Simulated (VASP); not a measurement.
A run of VASP 6.6.1 is set up as follows.

INCAR

```
SYSTEM = Ba2IrWO6
PREC     = Accurate       ! precision mode
ENCUT    = 520            ! plane-wave cutoff, eV
EDIFF    = 1E-7           ! SCF threshold, eV
ISMEAR   = -4             ! smearing method
SIGMA    = 0.1            ! smearing width, eV
LREAL    = .False.        ! projectors in reciprocal space
LASPH    = .True.         ! aspherical terms in the spheres
NELM     = 100            ! most SCF steps
ALGO     = Normal         ! electronic algorithm
ISIF     = 2              ! what is computed and relaxed
LWAVE    = .False.        ! write WAVECAR
LCHARG   = .False.        ! write CHGCAR
GGA      = PE             ! functional
NBANDS   = 50             ! bands
```

Contents of KPOINTS:

```
Automatic mesh
0
Gamma
  4 4 4
  0 0 0
```

File POSCAR:

```
Ba2IrWO6
1.0
    0.0000000000      5.5410670000      0.0000000000
    5.5410670000      0.0000000000      0.0000000000
    2.7705330000      2.7705330000     -4.3001970000
Ba Ir W O
2 1 1 6
Direct
    0.7500000000      0.2500000000      0.5000000000
    0.2500000000      0.7500000000      0.5000000000
    0.0000000000      0.0000000000      0.0000000000
    0.5000000000      0.5000000000      0.0000000000
    0.2380000000      0.2720000000      0.0000000000
    0.2720000000      0.7620000000      0.0000000000
    0.7620000000      0.7280000000      0.0000000000
    0.7280000000      0.2380000000      0.0000000000
    0.2800000000      0.2800000000      0.4400000000
    0.7200000000      0.7200000000      0.5600000000
```

Potentials or basis: VASP PAW PBE potentials, release 64 (Ba_sv, Ir, W_sv, O).

Run with:

```console
$ cat potpaw_PBE.64/Ba_sv/POTCAR potpaw_PBE.64/Ir/POTCAR potpaw_PBE.64/W_sv/POTCAR potpaw_PBE.64/O/POTCAR > POTCAR
$ mpirun -np 1 vasp_std > vasp.out
```

Problem. What does it give for the pressure?

Solution. 14.9 GPa.

Problem. Predict the largest force.

Solution. 1.318 eV/Å.

Problem. What does it give for the band gap on the k mesh?

Solution. Zero (an odd number of electrons rules out a gap without spin polarisation).

Forces in eV/Å, atoms in the order of the input:
```
Ba   0.000  0.000  0.000
Ba   0.000  0.000  0.000
Ir   0.000  0.000  0.000
W    0.000  0.000  0.000
O    0.171  0.175  0.000
O   -0.175  0.171  0.000
O   -0.171 -0.175  0.000
O    0.175 -0.171  0.000
O    0.000  0.000 -1.318
O    0.000  0.000  1.318
```

Caveat: the cell stands under pressure; spin-orbit coupling is left out, which moves the levels of the heavy elements; an odd number of electrons without spin polarisation forces a metal; a magnetic or distorted state may lie lower; tetrahedron occupations give inexact forces and stress in metals.
